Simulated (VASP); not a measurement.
## Mg: relaxation of cell and atoms with PBEsol+D3(BJ)

Crystal: Mg.

```xyz
4
Lattice="3.1768 0.0000 0.0000 -1.5884 2.7512 0.0000 0.0000 0.0000 10.3189" Properties=species:S:1:pos:R:3 pbc="T T T"
Mg    1.5884    0.9171    7.7391
Mg    0.0000    0.0000    5.1594
Mg    0.0000    1.8341    2.5797
Mg    0.0000    0.0000    0.0000
```

```yaml
Program: VASP 6.6.1
Task: relaxation of cell and atoms
Functional: PBEsol
Dispersion: D3(BJ)
Potentials_or_basis: VASP PAW PBE potentials, release 64 (Mg)
Cutoff: 600 eV
k_mesh: 10 × 10 × 3
Occupations: fermi-dirac, width 0.05 eV
Spin: no spin polarisation
Dipole_correction: no
Further_INCAR_settings: ALGO = Normal; EDIFF = 1e-06; IBRION = 2; EDIFFG = -0.01; NSW = 60; ISIF = 3
```

The relaxed volume is 21.45 Å³/atom, the relaxed cell is a = 3.109 Å, b = 3.109 Å, c = 10.248 Å, α = 90.00°, β = 90.00°, γ = 120.00° and the space group after relaxing (to 0.05 Å) is P6_3/mmc (No. 194). The energy gained by relaxing is 7.2 meV/atom and the ionic steps are 6. The pressure after relaxing is 0.0 GPa, the band gap on the k mesh is zero (band 4 reaches 3.53 eV, above the bottom of band 5 at 1.58 eV) and the dispersion energy per atom is -0.281 eV.

Step by step:
```tsv
step	energy change (eV)	largest force (eV/Å)	pressure (GPa)	volume (Å³)
1	0.0000	0.0000	-1.85	90.19
2	-0.0264	0.0000	-0.46	86.82
3	-0.0281	0.0000	0.03	85.80
4	-0.0281	0.0000	0.07	85.71
5	-0.0286	0.0000	0.06	85.75
6	-0.0287	0.0000	0.04	85.79
```

Final structure:
```
Mg
1.0
     3.10922    0.00000    0.00000
    -1.55461    2.69266    0.00000
     0.00000    0.00000   10.24769
Mg
4
Direct
  0.66667 0.33333 0.75000
  0.00000 0.00000 0.50000
  0.33333 0.66667 0.25000
  0.00000 0.00000 0.00000
```

Levels at points of the mesh, in eV from the Fermi level:
```tsv
k point	band 1	band 2	band 3	band 4	band 5	band 6	band 7	band 8
(0.00, 0.00, 0.00)	-7.35	-5.92	-5.92	-2.00	-1.49	4.88	4.88	11.41
(0.50, 0.00, 0.00)	-2.33	-2.28	-1.26	-1.20	-0.61	-0.55	2.69	2.82
```

Wall time 39 s on 1 thread of AMD EPYC 9R45 96-Core Processor (Zen 5) (shared host), peak memory 0.23 GiB.

Caveat: the PAW data sets were made with another functional, which shifts forces and pressure a little; pairwise dispersion overbinds metals, which lowers pressure and volume.
